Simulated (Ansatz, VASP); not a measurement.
## HfO2: VASP beside Ansatz

```
CELL_PARAMETERS angstrom
5.21946 0.00000 0.00000
0.00000 5.00476 0.00000
0.00000 0.00000 5.03269
ATOMIC_POSITIONS crystal
Hf 0.96699 0.73252 0.74144
Hf 0.53301 0.73252 0.24144
Hf 0.46699 0.26748 0.74144
Hf 0.03301 0.26748 0.24144
O 0.63213 0.92865 0.87927
O 0.86787 0.92865 0.37927
O 0.23395 0.53988 0.49229
O 0.26605 0.53988 0.99229
O 0.76605 0.46012 0.99229
O 0.73395 0.46012 0.49229
O 0.13213 0.07135 0.87927
O 0.36787 0.07135 0.37927
```

Alike in both runs: task single point; functional RPBE; dispersion D3(BJ); k mesh 5 × 6 × 5; occupations fermi-dirac, width 0.05 eV; no spin polarisation.

|  | VASP | Ansatz |
| --- | --- | --- |
| version | VASP 6.6.1 | Ansatz 0.2.0 |
| potentials or method | VASP PAW PBE potentials, release 64 (Hf_pv, O) | Ansatz PAW |
| plane-wave cutoff (eV) | 520 | 420 |
| valence electrons in the cell | 88 | 152 |

```csv
,VASP,Ansatz,Ansatz less VASP
gap on the k mesh at the Fermi level (eV),4.52,4.57,+0.049
least direct gap on the mesh (eV),4.71,4.75,+0.041
pressure (GPa),-11.2,-7.6,+3.56
"traceless stress, the component that is largest in VASP (GPa)",0.32,0.31,-0.005
rms of the force components (eV/Å),0.062,0.087,+0.0256
```

VASP's potentials were made for PBE, not for RPBE. Atom by atom the forces differ by 0.030 eV/Å (rms over components). VASP's potentials hold 88 valence electrons a cell and Ansatz's 152, so a difference there can come from the potentials and not from the codes.

Spin-orbit coupling is off throughout. Noted on Ansatz's run: odd divisions of the mesh miss points on the zone boundary, where band edges often lie, so the gap on the mesh can be too wide.
